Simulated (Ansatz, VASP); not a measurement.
## BaTiO3 in VASP and in Ansatz

INCAR

```
PREC = Accurate
ENCUT = 520
EDIFF = 1E-6
ISMEAR = 0
SIGMA = 0.02
LREAL = False
LASPH = True
NELM = 60
ALGO = Normal
ISIF = 2
LWAVE = False
LCHARG = False
GGA = PS
NBANDS = 28
```

KPOINTS

```
Automatic mesh
0
Gamma
  8 8 8
```

File POSCAR:

```
BaTiO3
1.0
    3.9557356621      0.0000000000      0.0000000000
    0.0000000000      3.9557356621      0.0000000000
    0.0000000000      0.0000000000      4.0433154405
Ba Ti O
1 1 3
Direct
    0.0000000000      0.0000000000     -0.0018819369
    0.5000000000      0.5000000000      0.4829432829
    0.5000000000      0.5000000000      0.0277781019
    0.5000000000      0.0000000000      0.5170802761
    0.0000000000      0.5000000000      0.5170802761
```

Input for Ansatz:

```yaml
crystal:
  lattice:
    - [3.9557356609, 0.0, 0.0]
    - [0.0, 3.9557356609, 0.0]
    - [0.0, 0.0, 4.0433154391]
  atoms:
    - { symbol: Ba, position: [0.0, 0.0, -0.0018819375] }
    - { symbol: Ti, position: [0.5, 0.5, 0.4829432834] }
    - { symbol: O, position: [0.5, 0.5, 0.0277781025] }
    - { symbol: O, position: [0.5, 0.0, 0.5170802758] }
    - { symbol: O, position: [0.0, 0.5, 0.5170802758] }
basis:
  ecutwfc: 420
kpoints:
  mp_grid: { grid: [8, 8, 8] }
  band_path: { path: [VBM, CBM], npoints: 2 }
hamiltonian:
  xc: pbesol
scf:
  occupations: { method: gaussian, width: 0.02 }
output:
  forces: true
  stress: true
  eigenvalues: true
```

Alike in both runs: task single point; functional PBEsol; k mesh 8 × 8 × 8; occupations gaussian, width 0.02 eV; no spin polarisation.

```csv
,VASP,Ansatz
version,VASP 6.6.1,Ansatz 0.2.0
potentials or method,"VASP PAW PBE potentials, release 64 (Ba_sv, Ti_sv, O), cutoff 520 eV","scalar-relativistic, plane waves, PAW"
valence electrons in the cell,40,40
```

Ansatz gave:

| Item | Value |
| --- | --- |
| gap on the k mesh at the Fermi level (eV) | 1.85 |
| least direct gap on the mesh (eV) | 2.22 |
| pressure (GPa) | 0.0 |
| traceless stress, the component that is largest in VASP (GPa) | 0.01 |
| rms of the force components (eV/Å) | 0.001 |

Task: Estimate VASP's values.

Result: gap on the k mesh at the Fermi level (eV): 1.78; least direct gap on the mesh (eV): 2.19; pressure (GPa): 2.0; traceless stress, the component that is largest in VASP (GPa): 0.05; rms of the force components (eV/Å): 0.022.

VASP's potentials were made for PBE, not for PBEsol. Atom by atom the forces differ by 0.022 eV/Å (rms over components).

Neither program's run includes spin-orbit coupling.
